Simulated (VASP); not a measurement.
# Sb (P2_1/m) in VASP: settings compared

The runs below take Sb through single point, with PBE-based screened hybrid with 25 % exact exchange, B3LYP, HF.

Everything below comes from runs of VASP 6.6.1. Logs are shortened: lines on timing, memory, paths and dates and some standing lists are left out, and cuts for length are marked.

## 1. The cell of the first run

The typed cell holds 2 atoms: a = 3.187 Å, b = 4.314 Å, c = 4.449 Å, α = 90.00°, β = 90.01°, γ = 90.00°.

## 2. Single point, PBE-based screened hybrid with 25 % exact exchange

POSCAR

```
Sb
1.0
    3.1871769875      0.0000000000      0.0139169721
    0.0000000000      4.3140441990      0.0000000000
   -0.0200848171      0.0000000000      4.4488096557
Sb
2
Direct
    0.0001365936      0.2500000000      0.2178143902
    0.9998634064      0.7500000000      0.7821856098
```

INCAR.step1

```
SYSTEM = Sb
PREC = Accurate
ENCUT = 520
EDIFF = 1E-5
ISMEAR = -1
SIGMA = 0.05
LREAL = .FALSE.
LASPH = .TRUE.
NELM = 100
ALGO = Normal
ISIF = 2
LWAVE = .TRUE.
LCHARG = .FALSE.
NBANDS = 12
GGA = PE
```

INCAR.step2

```
SYSTEM = Sb
PREC = Accurate
ENCUT = 520
EDIFF = 1E-7
ISMEAR = -1
SIGMA = 0.05
LREAL = .FALSE.
LASPH = .TRUE.
NELM = 100
ALGO = Normal
ISIF = 2
LWAVE = .FALSE.
LCHARG = .FALSE.
GGA = PE
LHFCALC = .TRUE.
AEXX = 0.25
HFSCREEN = 0.3
PRECFOCK = Normal
NBANDS = 12
ISTART = 1
```

KPOINTS

```
regular mesh
0
G
  5 3 3
  0 0 0
```

Potentials or basis: VASP PAW PBE potentials, release 64 (Sb).

On the command line:

```sh
$ cat potpaw_PBE.64/Sb/POTCAR > POTCAR
$ cp INCAR.step1 INCAR
$ mpirun -np 1 vasp_std > vasp.out
$ cp INCAR.step2 INCAR
$ mpirun -np 1 vasp_std > vasp.out
```

OUTCAR:

```text
SYSTEM = Sb
   PREC = Accurate
   ENCUT = 520
   EDIFF = 1E-7
   ISMEAR = -1
   LREAL = .FALSE.
   LASPH = .TRUE.
   NELM = 100
   ISIF = 2
   GGA = PE
   LHFCALC = .TRUE.
   AEXX = 0.25
   HFSCREEN = 0.3
   PRECFOCK = Normal
   ISTART = 1

 ion  position               nearest neighbor table
   1  0.000  0.250  0.218-   2 2.90   2 2.90   2 3.31   2 3.31
   2  1.000  0.750  0.782-   1 2.90   1 2.90   1 3.31   1 3.31

  LATTYP: Found a simple monoclinic cell.
 ALAT       =     3.1872073719
 B/A-ratio  =     1.3535498935
 C/A-ratio  =     1.3958473592
 COS(beta)  =    -0.0001480954

  Lattice vectors:

 A1 = (   3.1871769875,   0.0000000000,   0.0139169721)
 A2 = (   0.0000000000,   4.3140441990,   0.0000000000)
 A3 = (  -0.0200848171,   0.0000000000,   4.4488096557)

Analysis of symmetry for initial positions (statically):
=====================================================================
 Subroutine PRICEL returns:
 Original cell was already a primitive cell.

 Routine SETGRP: Setting up the symmetry group for a
 simple monoclinic supercell.

 Subroutine GETGRP returns: Found  4 space group operations
 (whereof  2 operations were pure point group operations)
 out of a pool of  4 trial point group operations.

The static configuration has the point symmetry S_2 .
 The point group associated with its full space group is C_2h.

Analysis of symmetry for dynamics (positions and initial velocities):
=====================================================================
 Subroutine PRICEL returns:
 Original cell was already a primitive cell.

 Routine SETGRP: Setting up the symmetry group for a
 simple monoclinic supercell.

 Subroutine GETGRP returns: Found  4 space group operations
 (whereof  2 operations were pure point group operations)
 out of a pool of  4 trial point group operations.

The dynamic configuration has the point symmetry S_2 .
 The point group associated with its full space group is C_2h.

 Subroutine INISYM returns: Found  4 space group operations
 (whereof  2 operations are pure point group operations),
 and found     1 'primitive' translations

----------------------------------------------------------------------------------------

                                     Primitive cell

  volume of cell :      61.1707

  direct lattice vectors                    reciprocal lattice vectors
     3.187176988  0.000000000  0.013916972     0.313751100  0.000000000  0.001416476
     0.000000000  4.314044199  0.000000000     0.000000000  0.231801056  0.000000000
    -0.020084817  0.000000000  4.448809656    -0.000981491  0.000000000  0.224774797

  length of vectors
     3.187207372  4.314044199  4.448854993     0.313754298  0.231801056  0.224776940

  position of ions in fractional coordinates (direct lattice)
     0.000136594  0.250000000  0.217814390
     0.999863406  0.750000000  0.782185610

  ion indices of the primitive-cell ions
   primitive index   ion index
                 1           1
                 2           2

----------------------------------------------------------------------------------------

 KPOINTS: regular mesh

Automatic generation of k-mesh.
 Grid dimensions read from file:
 generate k-points for:    5    3    3

 Generating k-lattice:

  Cartesian coordinates                     Fractional coordinates (reciprocal lattice)
     0.062750220  0.000000000  0.000283295     0.200000000  0.000000000  0.000000000
     0.000000000  0.077267019  0.000000000     0.000000000  0.333333333  0.000000000
    -0.000327164  0.000000000  0.074924932    -0.000000000  0.000000000  0.333333333

  Length of vectors
     0.062750860  0.077267019  0.074925647

  Shift w.r.t. Gamma in fractional coordinates (k-lattice)
     0.000000000  0.000000000  0.000000000

 Subroutine IBZKPT returns following result:
 ===========================================

 Found     16 irreducible k-points:

 Following reciprocal coordinates:
            Coordinates               Weight
  0.000000  0.000000  0.000000      1.000000
  0.200000  0.000000  0.000000      2.000000
  0.400000  0.000000 -0.000000      2.000000
  0.000000  0.333333  0.000000      2.000000
  0.200000  0.333333  0.000000      4.000000
  0.400000  0.333333 -0.000000      4.000000
[... 8 lines left out ...]
 -0.400000  0.333333  0.333333      4.000000
 -0.200000  0.333333  0.333333      4.000000
   k-points           NKPTS =     16   k-points in BZ     NKDIM =     45   number of bands    NBANDS=     12
   number of dos      NEDOS =    301   number of ions     NIONS =      2
   total plane-waves  NPLWV =  27648
   dimension x,y,z NGX =    24 NGY =   32 NGZ =   36
   dimension x,y,z NGXF=    48 NGYF=   64 NGZF=   72
   ions per type =               2
   NGX,Y,Z   is equivalent  to a cutoff of  12.52, 12.33, 13.45 a.u.
   NGXF,Y,Z  is equivalent  to a cutoff of  25.04, 24.66, 26.91 a.u.
 SYSTEM =  Sb
   PREC   = accura    normal or accurate (medium, high low for compatibility)
   ISTART =      1    job   : 0-new  1-cont  2-samecut
   ICHARG =      0    charge: 1-file 2-atom 10-const
   ISPIN  =      1    spin polarized calculation?
   LNONCOLLINEAR =      F non collinear calculations
   LSORBIT =      F    spin-orbit coupling
   LASPH  =      T    aspherical Exc in radial PAW
   ENCUT  =  520.0 eV  38.22 Ry    6.18 a.u.   5.93  8.02  8.27*2*pi/ulx,y,z
   NELM   =    100;   NELMIN=  2; NELMDL=  0     # of ELM steps
   EDIFF  = 0.1E-06   stopping-criterion for ELM
   LREAL  =      F    real-space projection
   EDIFFG = 0.1E-05   stopping-criterion for IOM
   NSW    =      0    number of steps for IOM
   IBRION =     -1    ionic relax: 0-MD 1-quasi-New 2-CG
   NFREE  =      0    steps in history (QN), initial steepest desc. (CG)
   ISIF   =      2    stress and relaxation
   ISYM   =      3    0-nonsym 1-usesym 2-fastsym
   POTIM  = 0.5000    time-step for ionic-motion
   TEBEG  =    0.0;   TEEND  =   0.0 temperature during run
   PSTRESS=    0.0 pullay stress
   NELECT =      10.0000    total number of electrons
   NUPDOWN=      -1.0000    fix difference up-down
   EMIN   =  10.00;   EMAX   =-10.00  energy-range for DOS
   EFERMI =   0.00;   METHOD = LEGACY
   ISMEAR =    -1;   SIGMA  =   0.05  broadening in eV -4-tet -1-fermi 0-gaus
   EFERMI_NEDOS =   21; number of points for ismear=-14 and -15
   IALGO  =     38    algorithm
   IMIX   =      1    mixing-type and parameters
     AMIX     =   0.40;   BMIX     =  1.00
     AMIX_MAG =   1.60;   BMIX_MAG =  1.00
  volume/ion in A,a.u.               =      30.59       206.40
  Fermi-wavevector in a.u.,A,eV,Ry     =   0.895146  1.691580 10.902158  0.801286
  Thomas-Fermi vector in A             =   2.017441
   LORBIT       =      0    0 simple, 1 ext, 2 COOP (PROOUT), +10 PAW based schemes
   GGA     = PE    functional components
   LHFCALC =     T    Hartree Fock is set to
   PRECFOCK=normal    Normal, Fast or Accurate (Low or Medium for compatibility)
   ENCUT4O =  -1.0   cutoff for four orbital integrals eV
   NKREDX  =     1    reduce k-point grid by
   NKREDY  =     1    reduce k-point grid by
   NKREDZ  =     1    reduce k-point grid by
   AEXX    =    0.2500 exact exchange contribution
   HFSCREEN=    0.3000 screening length (either q_TF or 0.3 A-1)
   HFSCREENC=   0.3000 screening length for correlation (either q_TF or 0.3 A-1)
   ENCUTFOCK=  -1.0 apply spherical cutoff to Coloumb kernel
   IVDW    =     0    specifies the selected vdW correction
   LEPSILON=     F    determine dielectric tensor
   LRPA    =     F    only Hartree local field effects (RPA)
 non-spin polarized calculation
  energy-cutoff  :      520.00
  volume of cell :       61.17
 maximum number of plane-waves:      1668
  NGX = 18; NGY = 28; NGZ = 28

 number of electron      10.0000000 magnetization

 Free energy of the ion-electron system (eV)
  ---------------------------------------------------
  ext. energy  EPLUGINS =         0.00000000
  ---------------------------------------------------
  free energy    TOTEN  =        -9.65467405 eV

  energy without entropy =       -9.64838726  energy(sigma->0) =       -9.65153066

 E-fermi :   6.7736     XC(G=0):  -8.0582

 val. band max:        6.7246873248   @ k =   0.4000   0.0000   0.3333
 cond. band min:       6.9983681887   @ k =   0.2000   0.3333   0.3333
 fundamental gap:      0.2736808639
 Fermi energy:         6.7736188931

 k-point     1 :       0.0000    0.0000    0.0000
  band No.  band energies     occupation
      1      -6.8638      2.00000
      2      -0.9912      2.00000
      3       2.8779      2.00000
      4       2.9309      2.00000
      5       8.5929      0.00000
      6       9.5815      0.00000
      7      10.6396      0.00000
      8      11.3755      0.00000
      9      13.6021      0.00000
     10      14.1728      0.00000
     11      14.3038      0.00000
     12      15.3449      0.00000

 k-point     2 :       0.2000    0.0000    0.0000
  band No.  band energies     occupation
      1      -6.2961      2.00000
      2      -0.3854      2.00000
      3       3.3789      2.00000
      4       3.4288      2.00000
      5       5.4731      2.00000
      6       9.1174      0.00000
      7      10.4758      0.00000
      8      11.1567      0.00000
      9      11.9177      0.00000
     10      14.7361      0.00000
     11      15.3593      0.00000
     12      15.7730      0.00000

 k-point     3 :       0.4000    0.0000   -0.0000
  band No.  band energies     occupation
      1      -4.9102      2.00000
      2       1.2611      2.00000
      3       1.3837      2.00000
      4       4.4789      2.00000
      5       4.4820      2.00000
      6       6.1522      1.99999
      7      10.4676      0.00000
      8      12.2625      0.00000
      9      12.3533      0.00000
     10      12.6189      0.00000
     11      13.1107      0.00000
     12      14.9028      0.00000
[... 166 lines left out ...]
 k-point    15 :      -0.4000    0.3333    0.3333
  band No.  band energies     occupation
      1      -3.2868      2.00000
      2      -1.3937      2.00000
      3       2.6840      2.00000
      4       2.8670      2.00000
      5       4.2855      2.00000
      6       4.6987      2.00000
      7      10.0898      0.00000
      8      11.2473      0.00000
      9      11.5357      0.00000
     10      13.7150      0.00000
     11      16.1035      0.00000
     12      17.3175      0.00000

 k-point    16 :      -0.2000    0.3333    0.3333
  band No.  band energies     occupation
      1      -4.6949      2.00000
      2      -2.8864      2.00000
      3       1.5556      2.00000
      4       3.4275      2.00000
      5       6.9993      0.02168
      6       8.3847      0.00000
      7      10.1387      0.00000
      8      12.5802      0.00000
      9      13.3665      0.00000
     10      14.7871      0.00000
     11      14.9825      0.00000
     12      16.7833      0.00000

------------------------ aborting loop because EDIFF is reached ----------------------------------------

  FORCE on cell =-STRESS in cart. coord.  units (eV):
  Direction    XX          YY          ZZ          XY          YZ          ZX
  --------------------------------------------------------------------------------------
  -------------------------------------------------------------------------------------
  Total       -0.2880899     -0.3716916     -0.3381725      0.0000000      0.0000000      0.0003029
  in kB       -7.5456287     -9.7353194     -8.8573893      0.0000000      0.0000000      0.0079339
  external PRESSURE =      -8.7127791 kB  Pullay stress =       0.0000000 kB

 VOLUME and BASIS-vectors are now :
 -----------------------------------------------------------------------------
  energy-cutoff  :      520.00
  volume of cell :       61.17
      direct lattice vectors                 reciprocal lattice vectors
     3.187176988  0.000000000  0.013916972     0.313751100  0.000000000  0.001416476
     0.000000000  4.314044199  0.000000000     0.000000000  0.231801056  0.000000000
    -0.020084817  0.000000000  4.448809656    -0.000981491  0.000000000  0.224774797

 POSITION                                       TOTAL-FORCE (eV/Angst)
 -----------------------------------------------------------------------------------
     -0.00394      1.07851      0.96902        -0.000584      0.000000     -0.066879
      3.17103      3.23553      3.49371         0.000584     -0.000000      0.066879
 -----------------------------------------------------------------------------------
    total drift:                               -0.000000      0.000000     -0.000000

  FREE ENERGIE OF THE ION-ELECTRON SYSTEM (eV)
  ---------------------------------------------------
  free  energy   TOTEN  =        -9.6546740520 eV

  energy  without entropy=       -9.6483872616  energy(sigma->0) =       -9.65153066
```

It took 19 min on 1 thread of Intel Xeon 8259CL, shared host; peak memory 0.28 GiB.

Results:

```yaml
Free_energy: -9.6547 eV
Pressure: -0.9 GPa
Largest_force: 0.067 eV/Å
Band_gap_on_the_k_mesh: zero (bands 5 and 6 overlap by 4.76 eV)
```

Forces on the atoms (eV/Å):
```
Sb  -0.001  0.000 -0.067
Sb   0.001  0.000  0.067
```

Caveat: the k points lie up to 0.49 Å⁻¹ apart, too coarse for converged energies and pressures of a metal; the PAW data sets were made with another functional, which shifts forces and pressure a little; spin-orbit coupling is left out, which moves the levels of the heavy elements.

## 3. Single point, B3LYP

This run uses another cell than the first one, of 33.40 Å³/atom.

POSCAR

```
Sb
1.0
    3.2657910540      0.0000000000      0.0019929178
    0.0000000000      4.4010130514      0.0000000000
   -0.0378899828      0.0000000000      4.6477216995
Sb
2
Direct
    0.0017907671      0.2500000000      0.2052786519
    0.9982092329      0.7500000000      0.7947213481
```

INCAR.step1

```
SYSTEM = Sb
PREC = Accurate
ENCUT = 520
EDIFF = 1E-5
ISMEAR = -1
SIGMA = 0.05
LREAL = .False.
LASPH = .True.
NELM = 60
ALGO = Normal
ISIF = 2
LWAVE = .True.
LCHARG = .False.
NBANDS = 12
GGA = PE
```

INCAR.step2

```
SYSTEM = Sb
PREC = Accurate
ENCUT = 520
EDIFF = 1E-6
ISMEAR = -1
SIGMA = 0.05
LREAL = .False.
LASPH = .True.
NELM = 60
ALGO = Normal
ISIF = 2
LWAVE = .False.
LCHARG = .False.
GGA = B3
LHFCALC = .True.
AEXX = 0.2
AGGAX = 0.72
AGGAC = 0.81
ALDAC = 0.19
PRECFOCK = Normal
NBANDS = 12
ISTART = 1
```

KPOINTS

```
regular mesh
0
Gamma
  5 3 3
  0 0 0
```

Potentials or basis: VASP PAW PBE potentials, release 64 (Sb).

On the command line:

```sh
$ cat potpaw_PBE.64/Sb/POTCAR > POTCAR
$ cp INCAR.step1 INCAR
$ mpirun -np 1 vasp_std > vasp.out
$ cp INCAR.step2 INCAR
$ mpirun -np 1 vasp_std > vasp.out
```

Wall time 11 min (1 thread of Intel Xeon 8259CL, shared host); peak memory 0.18 GiB.

It converged, with:

| Item | Value |
| --- | --- |
| Free energy | -9.2355 eV |
| Pressure | -0.4 GPa |
| Largest force | 0.007 eV/Å |
| Band gap on the k mesh | zero (bands 5 and 6 overlap by 4.88 eV) |

Forces on the atoms (eV/Å):
```
Sb   0.000  0.000 -0.007
Sb   0.000  0.000  0.007
```

Levels at points of the mesh, in eV from the Fermi level:
```tsv
k point	band 3	band 4	band 5	band 6	band 7	band 8
(0.00, 0.00, 0.00)	-3.64	-3.63	2.24	3.04	4.07	5.51
```

Caveat: the k points lie up to 0.48 Å⁻¹ apart, too coarse for converged energies and pressures of a metal; the PAW data sets were made with another functional, which shifts forces and pressure a little; spin-orbit coupling is left out, which moves the levels of the heavy elements.

## 4. Single point, HF

This run uses another cell than the first one, of 45.58 Å³/atom.

POSCAR

```
Sb
1.0
    3.2771450631      0.0000000000      0.0031525310
    0.0000000000      4.1801914462      0.0000000000
   -0.0363952223      0.0000000000      6.6545420453
Sb
2
Direct
    0.0013151875      0.2500000000      0.1442821172
    0.9986848125      0.7500000000      0.8557178828
```

INCAR.step1

```
SYSTEM = Sb
PREC = Accurate
ENCUT = 520
EDIFF = 1E-5
ISMEAR = -1
SIGMA = 0.05
LREAL = .FALSE.
LASPH = .TRUE.
NELM = 80
ALGO = Normal
ISIF = 2
LWAVE = .TRUE.
LCHARG = .FALSE.
GGA = PE
NBANDS = 12
```

INCAR.step2

```
SYSTEM = Sb
PREC = Accurate
ENCUT = 520
EDIFF = 1E-6
ISMEAR = -1
SIGMA = 0.05
LREAL = .FALSE.
LASPH = .TRUE.
NELM = 80
ALGO = Normal
ISIF = 2
LWAVE = .FALSE.
LCHARG = .FALSE.
GGA = PE
LHFCALC = .TRUE.
AEXX = 1.0
ALDAC = 0.0
AGGAC = 0.0
PRECFOCK = Normal
ISTART = 1
NBANDS = 12
```

KPOINTS

```
regular mesh
0
G
  5 3 3
  0 0 0
```

On the command line:

```sh
$ cat potpaw_PBE.64/Sb/POTCAR > POTCAR
$ cp INCAR.step1 INCAR
$ mpirun -np 1 vasp_std > vasp.out
$ cp INCAR.step2 INCAR
$ mpirun -np 1 vasp_std > vasp.out
```

Wall time 24 min (1 thread of Intel Xeon 8259CL, shared host); peak memory 0.2 GiB.

Results (log left out):

- Free energy: -60.1007 eV
- Pressure: -22.7 GPa
- Largest force: 7.532 eV/Å
- Band gap on the k mesh: zero (bands 5 and 6 overlap by 7.56 eV)

Forces in eV/Å, atoms in the order of the input:
```
Sb   0.007  0.000 -7.532
Sb  -0.007  0.000  7.532
```

Stress tensor (GPa, compression positive):
```
-16.46   0.00   0.02
  0.00 -24.19   0.00
  0.02   0.00 -27.55
```

Levels at points of the mesh, in eV from the Fermi level:
```csv
k point,band 2,band 3,band 4,band 5,band 6,band 7,band 8,band 9
"(0.00, 0.00, 0.00)",-7.10,-6.07,-5.96,3.08,4.69,5.52,6.08,11.12
```

Caveat: the k points lie up to 0.50 Å⁻¹ apart, too coarse for converged energies and pressures of a metal; the PAW data sets were made with another functional, which shifts forces and pressure a little; spin-orbit coupling is left out, which moves the levels of the heavy elements.

## 5. Summary

| level | cell | share of exact exchange | screening parameter | gap on the mesh (eV) | pressure (GPa) | largest force (eV/Å) |
| --- | --- | --- | --- | --- | --- | --- |
| PBE-based screened hybrid with 25 % exact exchange | a = 3.187, b = 4.314, c = 4.449 Å, 2 atoms, atomic positions A | 0.25 | 0.3 1/Å | none | -0.9 | 0.07 |
| B3LYP | a = 3.266, b = 4.401, c = 4.648 Å, angles 90.0, 90.4, 90.0°, 2 atoms, atomic positions B | 0.2 | - | none | -0.4 | 0.01 |
| HF | a = 3.277, b = 4.180, c = 6.655 Å, angles 90.0, 90.3, 90.0°, 2 atoms, atomic positions C | 1 | - | none | -22.7 | 7.53 |

Alike in all rows: task single point; potentials or basis VASP PAW PBE potentials, release 64 (Sb); no spin polarisation; k mesh 5 × 3 × 3; cutoff (eV) 520; smearing fermi-dirac 0.05 eV.

Caveats: all runs use coarse meshes; the PAW data sets were made with another functional, which shifts forces and pressure a little; spin-orbit coupling is left out, which moves the levels of the heavy elements.

Total energies depend on the potentials used, so only differences within one code and one set of settings carry meaning.

The gap in the log of VASP goes by the Fermi energy; the results here count the filled bands.